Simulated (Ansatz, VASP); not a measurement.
# One calculation of CrCN, two programs

```
Cr C N
1.0
     3.17449    0.00000    0.00000
    -1.58725    2.74919    0.00000
     0.00000    0.00000    2.87901
Cr C N
1 1 1
Direct
  0.33333 0.66667 0.50000
  0.00000 0.00000 0.00000
  0.66667 0.33333 0.50000
```

Change from the starting cell: species swapped into the CeCuGe type (P-6m2, No. 187).

Alike in both runs: functional PBE; k mesh 18 × 18 × 16; occupations gaussian, width 0.1 eV; no spin polarisation.

Ansatz relaxed the structure, and its values are those at the end. VASP's run is a single point on that final structure, the one shown.

```csv
,VASP,Ansatz
version,VASP 6.6.1,Ansatz 0.2.0
potentials or method,"VASP PAW PBE potentials, release 64 (Cr_pv, C, N), cutoff 520 eV","scalar-relativistic, plane waves, PAW"
valence electrons in the cell,21,23
```

Ansatz gave:

* gap on the k mesh at the Fermi level (eV): none
* pressure (GPa): 0.0

Task: Which values does VASP return?

Result: gap on the k mesh at the Fermi level (eV): none; pressure (GPa): 0.4.

A gap of «none» marks a metal or a gap that the smearing closes. The functional is the same, so the differences come from potentials, cutoffs and numerics. VASP's potentials hold 21 valence electrons a cell and Ansatz's 23, so a difference there can come from the potentials and not from the codes.
